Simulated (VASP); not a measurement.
Hf, 1 atom in the cell. It takes space group Im-3m (No. 229, cubic). Conventional cell: a = 3.119 Å, b = 3.119 Å, c = 3.119 Å, α = 90.00°, β = 90.00°, γ = 90.00°. Within 3.6 Å of Hf (site symmetry m-3m) lie 14 Hf at 2.70 to 3.12 Å.  This cell differs from its parent crystal: volume scaled by 0.680.

| Quantity | Value |
| --- | --- |
| Program | VASP 6.6.1 |
| Task | single point |
| Functional | PBE |
| Potentials or basis | VASP PAW PBE potentials, release 64 (Hf_pv) |
| Cutoff | 520 eV |
| k mesh | 20 × 20 × 20 |
| Occupations | gaussian, width 0.05 eV |
| Spin | no spin polarisation |
| Dipole correction | no |
| Further INCAR settings | ALGO = Normal; EDIFF = 1e-07; NBANDS = 11 |

Potentials or basis: VASP PAW PBE potentials, release 64 (Hf_pv).

Command:

```console
$ cat potpaw_PBE.64/Hf_pv/POTCAR > POTCAR
$ mpirun -np 1 vasp_std > vasp.out
```

Hardware: 1 thread of Intel(R) Xeon(R) 6975P-C (Granite Rapids), on a shared host.

Problem. How long does it take, and how much memory?

Solution. Run time: 14 s on 1 thread of Intel(R) Xeon(R) 6975P-C (Granite Rapids), with other jobs on the host, peak memory 0.16 GiB. Counts: scf iterations 12, k points 256.
